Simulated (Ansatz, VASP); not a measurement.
SrO in VASP and in Ansatz

Contents of INCAR:

```
  PREC = Accurate
  ENCUT = 520
  EDIFF = 1E-6
  ISMEAR = 0
  SIGMA = 0.02
  LREAL = F
  LASPH = T
  NELM = 60
  ALGO = Normal
  ISIF = 2
  LWAVE = F
  LCHARG = T
  GGA = PE
  LELF = T
  LVHAR = T
  NBANDS = 15
```

KPOINTS

```
Automatic mesh
0
Gamma
  8 8 8
```

File POSCAR:

```
SrO
1.0
    0.0000000000      2.6230912879      2.6230912879
    2.6230912879      0.0000000000      2.6230912879
    2.6230912879      2.6230912879      0.0000000000
Sr O
1 1
Direct
    0.5000000000      0.5000000000      0.5000000000
    0.0000000000      0.0000000000      0.0000000000
```

Input for Ansatz:

```yaml
crystal:
  lattice:
    - [0.0, 2.6230912879, 2.6230912879]
    - [2.6230912879, 0.0, 2.6230912879]
    - [2.6230912879, 2.6230912879, 0.0]
  atoms:
    - { symbol: Sr, position: [0.5, 0.5, 0.5] }
    - { symbol: O, position: [0.0, 0.0, 0.0] }
basis:
  ecutwfc: 420
kpoints:
  mp_grid: { grid: [8, 8, 8] }
hamiltonian:
  xc: pbe
scf:
  occupations: { method: gaussian, width: 0.02 }
output:
  forces: true
  stress: true
  eigenvalues: true
```

Alike in both runs: task single point; functional PBE; k mesh 8 × 8 × 8; occupations gaussian, width 0.02 eV; no spin polarisation.

|  | VASP | Ansatz |
| --- | --- | --- |
| version | VASP 6.6.1 | Ansatz 0.2.0 |
| potentials or method | VASP PAW PBE potentials, release 64 (Sr_sv, O), cutoff 520 eV | scalar-relativistic, plane waves, PAW |
| valence electrons in the cell | 16 | 16 |

Ansatz gave:

* gap on the k mesh at the Fermi level (eV): 3.33
* least direct gap on the mesh (eV): 3.45
* pressure (GPa): -2.3

Question: What did VASP give for the same quantities?

Answer: gap on the k mesh at the Fermi level (eV): 3.29; least direct gap on the mesh (eV): 3.41; pressure (GPa): -1.9.
